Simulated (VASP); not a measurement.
A run of VASP 6.6.1 is set up as follows.

Contents of INCAR:

```
PREC = Accurate ; ENCUT = 520
EDIFF = 1E-6 ; ISMEAR = 0
SIGMA = 0.01 ; LREAL = F
LASPH = T ; NELM = 80
ALGO = Normal ; ISIF = 2
LWAVE = F ; LCHARG = T
GGA = PE ; LELF = T
LVHAR = T ; NBANDS = 15
```

File KPOINTS:

```
regular mesh
0
Gamma
  4 4 4
```

File POSCAR:

```
KF
1.0
    0.0719151009      2.6776964606      2.6776964606
    2.6776964606      0.0719151009      2.6776964606
    2.6776964606      2.6776964606      0.0719151009
K F
1 1
Direct
    0.0000000000      0.0000000000      0.0000000000
    0.5000000000      0.5000000000      0.5000000000
```

Potentials or basis: VASP PAW PBE potentials, release 64 (K_sv, F).

Command:

```console
$ cat potpaw_PBE.64/K_sv/POTCAR potpaw_PBE.64/F/POTCAR > POTCAR
$ mpirun -np 1 vasp_std > vasp.out
```

**Question.** Predict the pressure.

**Answer.** 2.7 GPa.

**Question.** Predict the band gap on the k mesh.

**Answer.** 6.33 eV.

Stress tensor (GPa, compression positive):
```
 2.75 -0.37 -0.37
-0.37  2.75 -0.37
-0.37 -0.37  2.75
```

Caveat: the k points lie up to 0.52 Å⁻¹ apart; the cell differs from its parent crystal (epitaxial 111 strain -2.0%).
